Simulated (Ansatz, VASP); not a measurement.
# Two plane-wave programs on PbS

The input INCAR:

```
SYSTEM = PbS
PREC = Accurate
ENCUT = 500
EDIFF = 1E-6
ISMEAR = 0
SIGMA = 0.05
LREAL = .False.
LASPH = .True.
NELM = 120
ALGO = Normal
ISIF = 2
LWAVE = .False.
LCHARG = .False.
GGA = PE
IVDW = 12
NBANDS = 28
GGA_COMPAT = .False.
```

KPOINTS

```
regular mesh
0
Gamma
  6 6 3
  0 0 0
```

The input POSCAR:

```
PbS
1.0
    0.0000000000     -3.0043750300     -3.0061807900
    0.0000000000      3.0043750300     -3.0061807900
   11.5482770800      0.0000000000      0.0000000000
Pb S
2 2
Direct
    0.7433619700      0.2433619700      0.6110603051
    0.2433619700      0.7433619700      0.3672914439
    0.2356380300      0.7356380300      0.6003902542
    0.7356380300      0.2356380300      0.3779614949
```

Input for Ansatz:

```yaml
crystal:
  lattice:
    - [0.0, -3.00437503, -3.00618079]
    - [0.0, 3.00437503, -3.00618079]
    - [11.54827708, 0.0, 0.0]
  atoms:
    - { symbol: Pb, position: [0.74336197, 0.24336197, 0.6110603051] }
    - { symbol: Pb, position: [0.24336197, 0.74336197, 0.3672914439] }
    - { symbol: S, position: [0.23563803, 0.73563803, 0.6003902542] }
    - { symbol: S, position: [0.73563803, 0.23563803, 0.3779614949] }
basis:
  ecutwfc: 420
kpoints:
  mp_grid: { grid: [6, 6, 3] }
hamiltonian:
  xc: pbe
  dispersion: d3bj
scf:
  occupations: { method: gaussian, width: 0.05 }
output:
  forces: true
  stress: true
  eigenvalues: true
```

Alike in both runs: task single point; functional PBE; dispersion D3(BJ); k mesh 6 × 6 × 3; occupations gaussian, width 0.05 eV; no spin polarisation.

|  | VASP | Ansatz |
| --- | --- | --- |
| version | VASP 6.6.1 | Ansatz 0.2.0 |
| potentials or method | VASP PAW PBE potentials, release 64 (Pb_d, S), cutoff 500 eV | scalar-relativistic, plane waves, PAW |
| valence electrons in the cell | 40 | 40 |

```tsv
	VASP	Ansatz	Ansatz less VASP
gap on the k mesh at the Fermi level (eV)	2.07	2.07	-0.002
least direct gap on the mesh (eV)	2.08	2.08	-0.001
rms of the force components (eV/Å)	0.033	0.032	-0.0010
```

Atom by atom the forces differ by 0.003 eV/Å (rms over components).

Neither program's run includes spin-orbit coupling.
